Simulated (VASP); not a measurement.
# Cu2O (Pn-3m) in VASP: single point with PBE

Aim: the single point of Cu2O with PBE.

All numbers are computed with VASP 6.6.1; they aren't measurements. Logs are shortened: lines on timing, memory, paths and dates and some standing lists are left out, and cuts for length are marked.

### 1 The cell of the first run

It takes space group Pn-3m (No. 224, cubic). Conventional cell: a = 4.275 Å, b = 4.275 Å, c = 4.275 Å, α = 90.00°, β = 90.00°, γ = 90.00°. Within 2.5 Å of Cu (site symmetry -3m) lie 2 O at 1.85 Å. Within 2.5 Å of O (site symmetry -43m) lie 4 Cu at 1.85 Å.

### 2 Single point, PBE

The input, INCAR:

```
ALGO     = Normal         # electronic algorithm
EDIFF    = 1E-6           # SCF threshold, eV
ENCUT    = 820            # plane-wave cutoff, eV
GGA      = PE             # functional
GGA_COMPAT= F            
ISIF     = 2              # what is computed and relaxed
ISMEAR   = 0              # smearing method
LASPH    = T              # aspherical terms in the spheres
LCHARG   = F              # write CHGCAR
LREAL    = F              # projectors in reciprocal space
LWAVE    = F              # write WAVECAR
NBANDS   = 53             # bands
NELM     = 120            # most SCF steps
PREC     = Accurate       # precision mode
SIGMA    = 0.01           # smearing width, eV
```

The input, KPOINTS:

```
k-points
0
Gamma
  4 4 4
```

The input, POSCAR:

```
Cu2O
1.0
    4.2747853622      0.0000000000      0.0000000000
    0.0000000000      4.2747853622      0.0000000000
    0.0000000000      0.0000000000      4.2747853622
Cu O
4 2
Direct
    0.2500000000      0.2500000000      0.2500000000
    0.2500000000      0.7500000000      0.7500000000
    0.7500000000      0.7500000000      0.2500000000
    0.7500000000      0.2500000000      0.7500000000
    0.0000000000      0.0000000000      0.0000000000
    0.5000000000      0.5000000000      0.5000000000
```

Potentials or basis: VASP PAW PBE potentials, release 64 (Cu_sv_GW, O).

Run with:

```
> cat potpaw_PBE.64/Cu_sv_GW/POTCAR potpaw_PBE.64/O/POTCAR > POTCAR
> mpirun -np 1 vasp_std > vasp.out
```

OUTCAR:

```text
EDIFF = 1E-6
   ENCUT = 820
   GGA = PE
   ISIF = 2
   ISMEAR = 0
   LASPH = T
   LREAL = F
   NELM = 120
   PREC = Accurate

 ion  position               nearest neighbor table
   1  0.250  0.250  0.250-   5 1.85   6 1.85
   2  0.250  0.750  0.750-   5 1.85   6 1.85
   3  0.750  0.750  0.250-   5 1.85   6 1.85
   4  0.750  0.250  0.750-   5 1.85   6 1.85
   5  0.000  0.000  0.000-   1 1.85   2 1.85   3 1.85   4 1.85
   6  0.500  0.500  0.500-   1 1.85   2 1.85   3 1.85   4 1.85

  LATTYP: Found a simple cubic cell.
 ALAT       =     4.2747853622

  Lattice vectors:

 A1 = (   4.2747853622,   0.0000000000,   0.0000000000)
 A2 = (   0.0000000000,   4.2747853622,   0.0000000000)
 A3 = (   0.0000000000,   0.0000000000,   4.2747853622)

Analysis of symmetry for initial positions (statically):
=====================================================================
 Subroutine PRICEL returns:
 Original cell was already a primitive cell.

 Routine SETGRP: Setting up the symmetry group for a
 simple cubic supercell.

 Subroutine GETGRP returns: Found 48 space group operations
 (whereof 24 operations were pure point group operations)
 out of a pool of 48 trial point group operations.

The static configuration has the point symmetry T_d .
 The point group associated with its full space group is O_h .

Analysis of symmetry for dynamics (positions and initial velocities):
=====================================================================
 Subroutine PRICEL returns:
 Original cell was already a primitive cell.

 Routine SETGRP: Setting up the symmetry group for a
 simple cubic supercell.

 Subroutine GETGRP returns: Found 48 space group operations
 (whereof 24 operations were pure point group operations)
 out of a pool of 48 trial point group operations.

The dynamic configuration has the point symmetry T_d .
 The point group associated with its full space group is O_h .

 Subroutine INISYM returns: Found 48 space group operations
 (whereof 24 operations are pure point group operations),
 and found     1 'primitive' translations

----------------------------------------------------------------------------------------

                                     Primitive cell

  volume of cell :      78.1165

  direct lattice vectors                    reciprocal lattice vectors
     4.274785362  0.000000000  0.000000000     0.233929874  0.000000000  0.000000000
     0.000000000  4.274785362  0.000000000     0.000000000  0.233929874  0.000000000
     0.000000000  0.000000000  4.274785362     0.000000000  0.000000000  0.233929874

  length of vectors
     4.274785362  4.274785362  4.274785362     0.233929874  0.233929874  0.233929874

  position of ions in fractional coordinates (direct lattice)
     0.250000000  0.250000000  0.250000000
     0.250000000  0.750000000  0.750000000
     0.750000000  0.750000000  0.250000000
     0.750000000  0.250000000  0.750000000
     0.000000000  0.000000000  0.000000000
     0.500000000  0.500000000  0.500000000

  ion indices of the primitive-cell ions
   primitive index   ion index
                 1           1
                 2           2
                 3           3
                 4           4
                 5           5
                 6           6

----------------------------------------------------------------------------------------

 KPOINTS: k-points

Automatic generation of k-mesh.
 Grid dimensions read from file:
 generate k-points for:    4    4    4

 Generating k-lattice:

  Cartesian coordinates                     Fractional coordinates (reciprocal lattice)
     0.058482468  0.000000000  0.000000000     0.250000000  0.000000000  0.000000000
     0.000000000  0.058482468  0.000000000     0.000000000  0.250000000  0.000000000
     0.000000000  0.000000000  0.058482468     0.000000000  0.000000000  0.250000000

  Length of vectors
     0.058482468  0.058482468  0.058482468

  Shift w.r.t. Gamma in fractional coordinates (k-lattice)
     0.000000000  0.000000000  0.000000000

 Subroutine IBZKPT returns following result:
 ===========================================

 Found     10 irreducible k-points:

 Following reciprocal coordinates:
            Coordinates               Weight
  0.000000  0.000000  0.000000      1.000000
  0.250000  0.000000  0.000000      6.000000
  0.500000  0.000000  0.000000      3.000000
  0.250000  0.250000  0.000000     12.000000
  0.500000  0.250000  0.000000     12.000000
  0.500000  0.500000  0.000000      3.000000
  0.250000  0.250000  0.250000      8.000000
  0.500000  0.250000  0.250000     12.000000
  0.500000  0.500000  0.250000      6.000000
  0.500000  0.500000  0.500000      1.000000
   k-points           NKPTS =     10   k-points in BZ     NKDIM =     10   number of bands    NBANDS=     53
   number of dos      NEDOS =    301   number of ions     NIONS =      6
   total plane-waves  NPLWV =  64000
   dimension x,y,z NGX =    40 NGY =   40 NGZ =   40
   dimension x,y,z NGXF=    80 NGYF=   80 NGZF=   80
   ions per type =               4   2
   NGX,Y,Z   is equivalent  to a cutoff of  15.56, 15.56, 15.56 a.u.
   NGXF,Y,Z  is equivalent  to a cutoff of  31.11, 31.11, 31.11 a.u.
 SYSTEM =  unknown system
   PREC   = accura    normal or accurate (medium, high low for compatibility)
   ISTART =      0    job   : 0-new  1-cont  2-samecut
   ICHARG =      2    charge: 1-file 2-atom 10-const
   ISPIN  =      1    spin polarized calculation?
   LNONCOLLINEAR =      F non collinear calculations
   LSORBIT =      F    spin-orbit coupling
   LASPH  =      T    aspherical Exc in radial PAW
   ENCUT  =  820.0 eV  60.27 Ry    7.76 a.u.   9.98  9.98  9.98*2*pi/ulx,y,z
   NELM   =    120;   NELMIN=  2; NELMDL= -5     # of ELM steps
   EDIFF  = 0.1E-05   stopping-criterion for ELM
   LREAL  =      F    real-space projection
   EDIFFG = 0.1E-04   stopping-criterion for IOM
   NSW    =      0    number of steps for IOM
   IBRION =     -1    ionic relax: 0-MD 1-quasi-New 2-CG
   NFREE  =      0    steps in history (QN), initial steepest desc. (CG)
   ISIF   =      2    stress and relaxation
   ISYM   =      2    0-nonsym 1-usesym 2-fastsym
   POTIM  = 0.5000    time-step for ionic-motion
   TEBEG  =    0.0;   TEEND  =   0.0 temperature during run
   PSTRESS=    0.0 pullay stress
   NELECT =      88.0000    total number of electrons
   NUPDOWN=      -1.0000    fix difference up-down
   EMIN   =  10.00;   EMAX   =-10.00  energy-range for DOS
   EFERMI =   0.00;   METHOD = LEGACY
   ISMEAR =     0;   SIGMA  =   0.01  broadening in eV -4-tet -1-fermi 0-gaus
   EFERMI_NEDOS =   21; number of points for ismear=-14 and -15
   IALGO  =     38    algorithm
   IMIX   =      4    mixing-type and parameters
     AMIX     =   0.40;   BMIX     =  1.00
     AMIX_MAG =   1.60;   BMIX_MAG =  1.00
  volume/ion in A,a.u.               =      13.02        87.86
  Fermi-wavevector in a.u.,A,eV,Ry     =   1.703419  3.218995 39.479144  2.901635
  Thomas-Fermi vector in A             =   2.783009
   LORBIT       =      0    0 simple, 1 ext, 2 COOP (PROOUT), +10 PAW based schemes
   GGA     = PE    functional components
   LHFCALC =     F    Hartree Fock is set to
   AEXX    =    0.0000 exact exchange contribution
   IVDW    =     0    specifies the selected vdW correction
   LEPSILON=     F    determine dielectric tensor
   LRPA    =     F    only Hartree local field effects (RPA)
 non-spin polarized calculation
 Gauss-broadening in eV      SIGMA  =   0.01
  energy-cutoff  :      820.00
  volume of cell :       78.12
 maximum number of plane-waves:      4224
 NGX is ok and might be reduce to    40
   NGX = 19   NGY = 19   NGZ = 19

 number of electron      87.9999987 magnetization

 Free energy of the ion-electron system (eV)
  ---------------------------------------------------
  ext. energy  EPLUGINS =         0.00000000
  ---------------------------------------------------
  free energy    TOTEN  =       -27.54402504 eV

  energy without entropy =      -27.54402504  energy(sigma->0) =      -27.54402504

 E-fermi :   5.0627     XC(G=0): -11.3735

 val. band max:        4.6786284854   @ k =   0.0000   0.0000   0.0000
 cond. band min:       5.1949671471   @ k =   0.0000   0.0000   0.0000
 fundamental gap:      0.5163386618
 Fermi energy:         5.0627338966

 k-point     1 :       0.0000    0.0000    0.0000
  band No.  band energies     occupation
      1    -107.3690      2.00000
      2    -107.3676      2.00000
      3    -107.3676      2.00000
      4    -107.3676      2.00000
      5     -64.9152      2.00000
      6     -64.9017      2.00000
[... 45 lines left out ...]
     52      13.9204      0.00000
     53      14.0042      0.00000

 k-point     2 :       0.2500    0.0000    0.0000
  band No.  band energies     occupation
      1    -107.3686      2.00000
      2    -107.3678      2.00000
      3    -107.3677      2.00000
      4    -107.3677      2.00000
      5     -64.9134      2.00000
      6     -64.9038      2.00000
[... 45 lines left out ...]
     52      12.9278      0.00000
     53      12.9278      0.00000

 k-point     3 :       0.5000    0.0000    0.0000
  band No.  band energies     occupation
      1    -107.3682      2.00000
      2    -107.3682      2.00000
      3    -107.3677      2.00000
      4    -107.3677      2.00000
      5     -64.9086      2.00000
      6     -64.9086      2.00000
[... 45 lines left out ...]
     52      12.3127      0.00000
     53      13.8897      0.00000
[... 281 lines left out ...]
 k-point     9 :       0.5000    0.5000    0.2500
  band No.  band energies     occupation
      1    -107.3681      2.00000
      2    -107.3680      2.00000
      3    -107.3680      2.00000
      4    -107.3680      2.00000
      5     -64.9137      2.00000
      6     -64.9037      2.00000
[... 45 lines left out ...]
     52      13.6127      0.00000
     53      16.2210      0.00000

 k-point    10 :       0.5000    0.5000    0.5000
  band No.  band energies     occupation
      1    -107.3683      2.00000
      2    -107.3681      2.00000
      3    -107.3681      2.00000
      4    -107.3681      2.00000
      5     -64.9161      2.00000
      6     -64.9018      2.00000
[... 45 lines left out ...]
     52      12.2346      0.00000
     53      18.4992      0.00000

------------------------ aborting loop because EDIFF is reached ----------------------------------------

  FORCE on cell =-STRESS in cart. coord.  units (eV):
  Direction    XX          YY          ZZ          XY          YZ          ZX
  --------------------------------------------------------------------------------------
  -------------------------------------------------------------------------------------
  Total        0.5948901      0.5948901      0.5948901      0.0000000     -0.0000000     -0.0000000
  in kB       12.2012509     12.2012509     12.2012509      0.0000000     -0.0000000     -0.0000000
  external PRESSURE =      12.2012509 kB  Pullay stress =       0.0000000 kB

 VOLUME and BASIS-vectors are now :
 -----------------------------------------------------------------------------
  energy-cutoff  :      820.00
  volume of cell :       78.12
      direct lattice vectors                 reciprocal lattice vectors
     4.274785362  0.000000000  0.000000000     0.233929874  0.000000000  0.000000000
     0.000000000  4.274785362  0.000000000     0.000000000  0.233929874  0.000000000
     0.000000000  0.000000000  4.274785362     0.000000000  0.000000000  0.233929874

 POSITION                                       TOTAL-FORCE (eV/Angst)
 -----------------------------------------------------------------------------------
      1.06870      1.06870      1.06870        -0.000000     -0.000000     -0.000000
      1.06870      3.20609      3.20609         0.000000     -0.000000      0.000000
      3.20609      3.20609      1.06870        -0.000000      0.000000     -0.000000
      3.20609      1.06870      3.20609         0.000000     -0.000000      0.000000
      0.00000      0.00000      0.00000        -0.000000     -0.000000      0.000000
      2.13739      2.13739      2.13739        -0.000000     -0.000000     -0.000000
 -----------------------------------------------------------------------------------
    total drift:                                0.000000      0.000000     -0.000000

  FREE ENERGIE OF THE ION-ELECTRON SYSTEM (eV)
  ---------------------------------------------------
  free  energy   TOTEN  =       -27.5440250373 eV

  energy  without entropy=      -27.5440250373  energy(sigma->0) =      -27.54402504
```

Wall time 2.1 min (1 thread of Intel Xeon Platinum 8259CL at 2.50GHz (Skylake/Cascade Lake), shared host); peak memory 0.28 GiB.

What came out:

```yaml
Free_energy: -27.5440 eV
Pressure: 1.2 GPa
Band_gap_on_the_k_mesh: 0.52 eV
```

Levels at points of the mesh, in eV from the valence-band top:
| k point | band 41 | band 42 | band 43 | band 44 | band 45 | band 46 | band 47 | band 48 |
| --- | --- | --- | --- | --- | --- | --- | --- | --- |
| (0.00, 0.00, 0.00) | -1.54 | 0.00 | 0.00 | 0.00 | 0.52 | 1.24 | 1.24 | 7.84 |
| (0.50, 0.00, 0.00) | -1.18 | -1.18 | -0.39 | -0.39 | 2.23 | 2.23 | 4.21 | 4.21 |
| (0.50, 0.50, 0.00) | -1.19 | -1.19 | -0.65 | -0.65 | 1.89 | 1.89 | 3.81 | 3.81 |
| (0.50, 0.50, 0.50) | -0.97 | -0.56 | -0.56 | -0.56 | 2.43 | 2.43 | 2.43 | 4.83 |

Caveat: semilocal functionals underestimate gaps, and a narrow one can read as zero. As with any semilocal functional, this PBE gap is likely too small.
